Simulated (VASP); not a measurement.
SrO, 2 atoms in the cell. The structure is tetragonal, space group I4/mmm (No. 139). The conventional cell has a = 3.634 Å, b = 3.634 Å, c = 5.011 Å, α = 90.00°, β = 90.00°, γ = 90.00°. Within 3.3 Å of Sr (site symmetry 4/mmm) lie 6 O at 2.51 to 2.57 Å. O (site symmetry 4/mmm) has 6 Sr at 2.51 to 2.57 Å within 3.3 Å.  This cell differs from its parent crystal: strain +0.000 along x and y, -0.025 along z.

| Item | Value |
| --- | --- |
| Program | VASP 6.6.1 |
| Task | single point |
| Functional | PBE |
| Potentials or basis | VASP PAW PBE potentials, release 64 (Sr_sv, O) |
| Cutoff | 520 eV |
| k mesh | 8 × 8 × 8 |
| Occupations | gaussian, width 0.05 eV |
| Spin | no spin polarisation |
| Dipole correction | no |
| Further INCAR settings | ALGO = Normal; EDIFF = 1e-06; NBANDS = 15 |

Potentials or basis: VASP PAW PBE potentials, release 64 (Sr_sv, O).

The run is started by

```console
$ cat potpaw_PBE.64/Sr_sv/POTCAR potpaw_PBE.64/O/POTCAR > POTCAR
$ mpirun -np 1 vasp_std > vasp.out
```

Hardware: 1 thread of Intel Xeon 6975P-C, on a shared host.

Task: Estimate the wall time of this run.

Result: Wall time 30 s on 1 thread of Intel Xeon 6975P-C, with other jobs on the host, peak memory 0.18 GiB. Counts: scf iterations 13, k points 59.
